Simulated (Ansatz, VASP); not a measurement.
## Two plane-wave programs on SiC

```
Si C
1.0
     4.35633    0.00000    0.00000
     0.00000    4.35633    0.00000
     0.00000    0.00000    4.35633
Si C
4 4
Direct
  0.00000 0.00000 0.00000
  0.00000 0.50000 0.50000
  0.50000 0.00000 0.50000
  0.50000 0.50000 0.00000
  0.25000 0.25000 0.25000
  0.25000 0.75000 0.75000
  0.75000 0.25000 0.75000
  0.75000 0.75000 0.25000
```

Alike in both runs: functional r2SCAN; k mesh 6 × 6 × 6; no spin polarisation.

Ansatz relaxed the structure, and its values are those at the end. VASP's run is a single point on that final structure, the one shown.

```csv
,VASP,Ansatz
version,VASP 6.6.1,Ansatz 0.2.0
potentials or method,"VASP PAW PBE potentials, release 64 (Si, C), cutoff 520 eV","scalar-relativistic, plane waves, PAW"
occupations,"gaussian, width 0.01 eV",fixed
valence electrons in the cell,32,32
```

VASP gave:

* gap on the k mesh at the Fermi level (eV): 1.72
* least direct gap on the mesh (eV): 1.72
* pressure (GPa): -0.2

Task: Estimate Ansatz's values.

Result: gap on the k mesh at the Fermi level (eV): 1.71; least direct gap on the mesh (eV): 1.71; pressure (GPa): 0.0.

VASP's potentials were made for PBE, not for r2SCAN.
